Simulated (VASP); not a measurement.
# SiSbTe3 (Pm-3m) in VASP: notebook

The runs below take SiSbTe3 through single point, relaxation of cell and atoms, with PBE.

Program: VASP 6.6.1. These are calculated values, not measurements. Logs are shortened: lines on timing, memory, paths and dates and some standing lists are left out, and cuts for length are marked.

## 1. The cell of the first run

The structure is cubic, space group Pm-3m (No. 221). The conventional cell has a = 5.705 Å, b = 5.705 Å, c = 5.705 Å, α = 90.00°, β = 90.00°, γ = 90.00°. Si (site symmetry m-3m) has 12 Te at 4.03 Å and 8 Sb at 4.94 Å within 5.3 Å. Sb (site symmetry m-3m) has 6 Te at 2.85 Å within 3.8 Å. Te (site symmetry 4/mmm) has 2 Sb at 2.85 Å within 3.8 Å.

## 2. Single point, PBE

File INCAR:

```
SYSTEM = SiSbTe3
PREC     = Accurate       ! precision mode
ENCUT    = 520            ! plane-wave cutoff, eV
EDIFF    = 1E-7           ! SCF threshold, eV
ISMEAR   = 0              ! smearing method
SIGMA    = 0.1            ! smearing width, eV
LREAL    = .FALSE.        ! projectors in reciprocal space
LASPH    = .TRUE.         ! aspherical terms in the spheres
NELM     = 100            ! most SCF steps
ALGO     = Normal         ! electronic algorithm
ISIF     = 2              ! what is computed and relaxed
LWAVE    = .FALSE.        ! write WAVECAR
LCHARG   = .TRUE.         ! write CHGCAR
GGA      = PE             ! functional
LELF     = .TRUE.         ! ELF
LVHAR    = .TRUE.       
NBANDS   = 22             ! bands
```

File KPOINTS:

```
Automatic mesh
0
G
  8 8 8
  0 0 0
```

File POSCAR:

```
SiSbTe3
1.0
    5.7048528230      0.0000000000      0.0000000000
    0.0000000000      5.7048528230      0.0000000000
    0.0000000000      0.0000000000      5.7048528230
Si Sb Te
1 1 3
Direct
    0.0000000000      0.0000000000      0.0000000000
    0.5000000000      0.5000000000      0.5000000000
    0.0000000000      0.5000000000      0.5000000000
    0.5000000000      0.5000000000      0.0000000000
    0.5000000000      0.0000000000      0.5000000000
```

Potentials or basis: VASP PAW PBE potentials, release 64 (Si, Sb, Te).

Launch:

```bash
> cat potpaw_PBE.64/Si/POTCAR potpaw_PBE.64/Sb/POTCAR potpaw_PBE.64/Te/POTCAR > POTCAR
> mpirun -np 1 vasp_std > vasp.out
```

OUTCAR:

```text
SYSTEM = SiSbTe3
   PREC = Accurate
   ENCUT = 520
   EDIFF = 1E-7
   ISMEAR = 0
   LREAL = .FALSE.
   LASPH = .TRUE.
   NELM = 100
   ISIF = 2
   GGA = PE

 ion  position               nearest neighbor table
   1  0.000  0.000  0.000-
   2  0.500  0.500  0.500-   3 2.85   4 2.85   5 2.85   4 2.85   5 2.85   3 2.85
   3  0.000  0.500  0.500-   2 2.85   2 2.85
   4  0.500  0.500  0.000-   2 2.85   2 2.85
   5  0.500  0.000  0.500-   2 2.85   2 2.85

  LATTYP: Found a simple cubic cell.
 ALAT       =     5.7048528230

  Lattice vectors:

 A1 = (   5.7048528230,   0.0000000000,   0.0000000000)
 A2 = (   0.0000000000,   5.7048528230,   0.0000000000)
 A3 = (   0.0000000000,   0.0000000000,   5.7048528230)

Analysis of symmetry for initial positions (statically):
=====================================================================
 Subroutine PRICEL returns:
 Original cell was already a primitive cell.

 Routine SETGRP: Setting up the symmetry group for a
 simple cubic supercell.

 Subroutine GETGRP returns: Found 48 space group operations
 (whereof 48 operations were pure point group operations)
 out of a pool of 48 trial point group operations.

The static configuration has the point symmetry O_h .

Analysis of symmetry for dynamics (positions and initial velocities):
=====================================================================
 Subroutine PRICEL returns:
 Original cell was already a primitive cell.

 Routine SETGRP: Setting up the symmetry group for a
 simple cubic supercell.

 Subroutine GETGRP returns: Found 48 space group operations
 (whereof 48 operations were pure point group operations)
 out of a pool of 48 trial point group operations.

The dynamic configuration has the point symmetry O_h .

 Subroutine INISYM returns: Found 48 space group operations
 (whereof 48 operations are pure point group operations),
 and found     1 'primitive' translations

----------------------------------------------------------------------------------------

                                     Primitive cell

  volume of cell :     185.6664

  direct lattice vectors                    reciprocal lattice vectors
     5.704852823  0.000000000  0.000000000     0.175289360  0.000000000  0.000000000
     0.000000000  5.704852823  0.000000000     0.000000000  0.175289360  0.000000000
     0.000000000  0.000000000  5.704852823     0.000000000  0.000000000  0.175289360

  length of vectors
[... 90 lines left out ...]
   EDIFFG = 0.1E-05   stopping-criterion for IOM
   NSW    =      0    number of steps for IOM
   IBRION =     -1    ionic relax: 0-MD 1-quasi-New 2-CG
   NFREE  =      0    steps in history (QN), initial steepest desc. (CG)
   ISIF   =      2    stress and relaxation
   ISYM   =      2    0-nonsym 1-usesym 2-fastsym
   POTIM  = 0.5000    time-step for ionic-motion
   TEBEG  =    0.0;   TEEND  =   0.0 temperature during run
   PSTRESS=    0.0 pullay stress
   NELECT =      27.0000    total number of electrons
   NUPDOWN=      -1.0000    fix difference up-down
   EMIN   =  10.00;   EMAX   =-10.00  energy-range for DOS
   EFERMI =   0.00;   METHOD = LEGACY
   ISMEAR =     0;   SIGMA  =   0.10  broadening in eV -4-tet -1-fermi 0-gaus
   EFERMI_NEDOS =   21; number of points for ismear=-14 and -15
   IALGO  =     38    algorithm
   IMIX   =      4    mixing-type and parameters
     AMIX     =   0.40;   BMIX     =  1.00
     AMIX_MAG =   1.60;   BMIX_MAG =  1.00
  volume/ion in A,a.u.               =      37.13       250.59
  Fermi-wavevector in a.u.,A,eV,Ry     =   0.860898  1.626861 10.083892  0.741145
  Thomas-Fermi vector in A             =   1.978471
   LORBIT       =      0    0 simple, 1 ext, 2 COOP (PROOUT), +10 PAW based schemes
   GGA     = PE    functional components
   LHFCALC =     F    Hartree Fock is set to
   AEXX    =    0.0000 exact exchange contribution
   IVDW    =     0    specifies the selected vdW correction
   LEPSILON=     F    determine dielectric tensor
   LRPA    =     F    only Hartree local field effects (RPA)
 non-spin polarized calculation
 Gauss-broadening in eV      SIGMA  =   0.10
  energy-cutoff  :      520.00
  volume of cell :      185.67
 maximum number of plane-waves:      5056
   NGX = 21   NGY = 21   NGZ = 21

 number of electron      27.0000001 magnetization

 Free energy of the ion-electron system (eV)
  ---------------------------------------------------
  ext. energy  EPLUGINS =         0.00000000
  ---------------------------------------------------
  free energy    TOTEN  =       -14.48558831 eV

  energy without entropy =      -14.46575008  energy(sigma->0) =      -14.47566920

 E-fermi :   3.8709     XC(G=0):  -8.4305

 val. band max:        3.8692914815   @ k =   0.3750   0.2500   0.2500
 cond. band min:       3.9043106144   @ k =   0.5000   0.3750   0.1250
 fundamental gap:      0.0350191329
 Fermi energy:         3.8709164214

 k-point     1 :       0.0000    0.0000    0.0000
  band No.  band energies     occupation
      1      -8.8540      2.00000
      2      -6.1271      2.00000
      3      -6.1271      2.00000
      4      -3.2958      2.00000
      5      -2.1943      2.00000
      6      -1.3239      2.00000
[... 589 lines left out ...]
     21      10.2466      0.00000
     22      10.4114      0.00000

 [... further k-points ...]

------------------------ aborting loop because EDIFF is reached ----------------------------------------

  FORCE on cell =-STRESS in cart. coord.  units (eV):
  Direction    XX          YY          ZZ          XY          YZ          ZX
  --------------------------------------------------------------------------------------
  -------------------------------------------------------------------------------------
  Total       -0.0468717     -0.0468717     -0.0468717      0.0000000      0.0000000     -0.0000000
  in kB       -0.4044717     -0.4044717     -0.4044717      0.0000000      0.0000000     -0.0000000
  external PRESSURE =      -0.4044717 kB  Pullay stress =       0.0000000 kB

 VOLUME and BASIS-vectors are now :
 -----------------------------------------------------------------------------
  energy-cutoff  :      520.00
  volume of cell :      185.67
      direct lattice vectors                 reciprocal lattice vectors
     5.704852823  0.000000000  0.000000000     0.175289360  0.000000000  0.000000000
     0.000000000  5.704852823  0.000000000     0.000000000  0.175289360  0.000000000
     0.000000000  0.000000000  5.704852823     0.000000000  0.000000000  0.175289360

 POSITION                                       TOTAL-FORCE (eV/Angst)
 -----------------------------------------------------------------------------------
      0.00000      0.00000      0.00000         0.000000      0.000000      0.000000
      2.85243      2.85243      2.85243         0.000000      0.000000      0.000000
      0.00000      2.85243      2.85243         0.000000      0.000000      0.000000
      2.85243      2.85243      0.00000         0.000000      0.000000      0.000000
      2.85243      0.00000      2.85243         0.000000      0.000000      0.000000
 -----------------------------------------------------------------------------------
    total drift:                               -0.000000     -0.000000      0.000000

  FREE ENERGIE OF THE ION-ELECTRON SYSTEM (eV)
  ---------------------------------------------------
  free  energy   TOTEN  =       -14.4855883144 eV

  energy  without entropy=      -14.4657500792  energy(sigma->0) =      -14.47566920
```

Wall time 1.9 min (1 thread of Intel Xeon Platinum 8259CL at 2.50GHz (Skylake/Cascade Lake), shared host); peak memory 0.34 GiB.

What came out:

| Property | Result |
| --- | --- |
| Free energy | -14.4856 eV |
| Pressure | 0.0 GPa |

Caveat: spin-orbit coupling is left out, which moves the levels of the heavy elements.

## 3. Relaxation of cell and atoms, PBE

File INCAR:

```
SYSTEM = SiSbTe3
PREC = Accurate ; ENCUT = 600
EDIFF = 1E-6 ; ISMEAR = 0
SIGMA = 0.1 ; LREAL = .False.
LASPH = .True. ; NELM = 100
ALGO = Normal ; ISIF = 3
LWAVE = .False. ; LCHARG = .False.
GGA = PE ; IBRION = 2
NSW = 100 ; EDIFFG = -0.01
```

File KPOINTS:

```
regular mesh
0
Gamma
  8 8 8
  0 0 0
```

POSCAR is that of step 2.

Potentials or basis: VASP PAW PBE potentials, release 64 (Si, Sb, Te).

Launch:

```bash
> cat potpaw_PBE.64/Si/POTCAR potpaw_PBE.64/Sb/POTCAR potpaw_PBE.64/Te/POTCAR > POTCAR
> mpirun -np 1 vasp_std > vasp.out
```

OUTCAR:

```text
SYSTEM = SiSbTe3
   PREC = Accurate
   ENCUT = 600
   EDIFF = 1E-6
   ISMEAR = 0
   LREAL = .False.
   LASPH = .True.
   NELM = 100
   ISIF = 3
   GGA = PE
   IBRION = 2
   NSW = 100
   EDIFFG = -0.01

 ion  position               nearest neighbor table
   1  0.000  0.000  0.000-
   2  0.500  0.500  0.500-   3 2.85   4 2.85   5 2.85   4 2.85   5 2.85   3 2.85
   3  0.000  0.500  0.500-   2 2.85   2 2.85
   4  0.500  0.500  0.000-   2 2.85   2 2.85
   5  0.500  0.000  0.500-   2 2.85   2 2.85

  LATTYP: Found a simple cubic cell.
 ALAT       =     5.7048528230

  Lattice vectors:

 A1 = (   5.7048528230,   0.0000000000,   0.0000000000)
 A2 = (   0.0000000000,   5.7048528230,   0.0000000000)
 A3 = (   0.0000000000,   0.0000000000,   5.7048528230)

Analysis of symmetry for initial positions (statically):
=====================================================================
 Subroutine PRICEL returns:
 Original cell was already a primitive cell.

 Routine SETGRP: Setting up the symmetry group for a
 simple cubic supercell.

 Subroutine GETGRP returns: Found 48 space group operations
[... 170 lines left out ...]

  energy without entropy =      -14.46581433  energy(sigma->0) =      -14.47573347

 E-fermi :   3.8709     XC(G=0):  -8.4304

 val. band max:        3.8692398613   @ k =   0.3750   0.2500   0.2500
 cond. band min:       3.9042702945   @ k =   0.5000   0.3750   0.1250
 fundamental gap:      0.0350304333
 Fermi energy:         3.8708728385

 k-point     1 :       0.0000    0.0000    0.0000
  band No.  band energies     occupation
      1      -8.8540      2.00000
      2      -6.1272      2.00000
      3      -6.1272      2.00000
      4      -3.2959      2.00000
      5      -2.1943      2.00000
      6      -1.3239      2.00000
[... 457 lines left out ...]
      4      -4.8078      2.00000
      5      -3.0797      2.00000
      6      -0.5149      2.00000
[... 9 lines left out ...]
     16       4.3240      0.00000
     17       5.0797      0.00000

 [... further k-points ...]
[... 5 lines left out ...]
  --------------------------------------------------------------------------------------
  -------------------------------------------------------------------------------------
  Total       -0.0456359     -0.0456359     -0.0456359      0.0000000     -0.0000000      0.0000000
  in kB       -0.3938077     -0.3938077     -0.3938077      0.0000000     -0.0000000      0.0000000
  external PRESSURE =      -0.3938077 kB  Pullay stress =       0.0000000 kB

 VOLUME and BASIS-vectors are now :
 -----------------------------------------------------------------------------
  energy-cutoff  :      600.00
  volume of cell :      185.67
      direct lattice vectors                 reciprocal lattice vectors
     5.704852823  0.000000000  0.000000000     0.175289360  0.000000000  0.000000000
     0.000000000  5.704852823  0.000000000     0.000000000  0.175289360  0.000000000
     0.000000000  0.000000000  5.704852823     0.000000000  0.000000000  0.175289360

 POSITION                                       TOTAL-FORCE (eV/Angst)
 -----------------------------------------------------------------------------------
      0.00000      0.00000      0.00000         0.000000      0.000000      0.000000
      2.85243      2.85243      2.85243         0.000000      0.000000      0.000000
      0.00000      2.85243      2.85243         0.000000      0.000000      0.000000
      2.85243      2.85243      0.00000         0.000000      0.000000      0.000000
      2.85243      0.00000      2.85243         0.000000      0.000000      0.000000
 -----------------------------------------------------------------------------------
    total drift:                               -0.000000     -0.000000     -0.000000

  FREE ENERGIE OF THE ION-ELECTRON SYSTEM (eV)
  ---------------------------------------------------
  free  energy   TOTEN  =       -14.4856526159 eV

  energy  without entropy=      -14.4658143319  energy(sigma->0) =      -14.47573347

 reached required accuracy - stopping structural energy minimisation
```

It took 1.8 min on 1 thread of Intel Xeon Platinum 8259CL at 2.50GHz (Skylake/Cascade Lake), shared host; peak memory 0.42 GiB.

What came out:

```yaml
Free_energy: -14.4857 eV
Pressure_after_relaxing: 0.0 GPa
```

Final structure:
```yaml
crystal:
  lattice:
    - [5.70485, 0.00000, 0.00000]
    - [0.00000, 5.70485, 0.00000]
    - [0.00000, 0.00000, 5.70485]
  atoms:
    - { symbol: Si, position: [0.00000, 0.00000, 0.00000] }
    - { symbol: Sb, position: [0.50000, 0.50000, 0.50000] }
    - { symbol: Te, position: [0.00000, 0.50000, 0.50000] }
    - { symbol: Te, position: [0.50000, 0.50000, 0.00000] }
    - { symbol: Te, position: [0.50000, 0.00000, 0.50000] }
```

Caveat: the relaxation stopped at its first step, so nothing moved; spin-orbit coupling is left out, which moves the levels of the heavy elements.

(Part 1 of 2 ends here.)
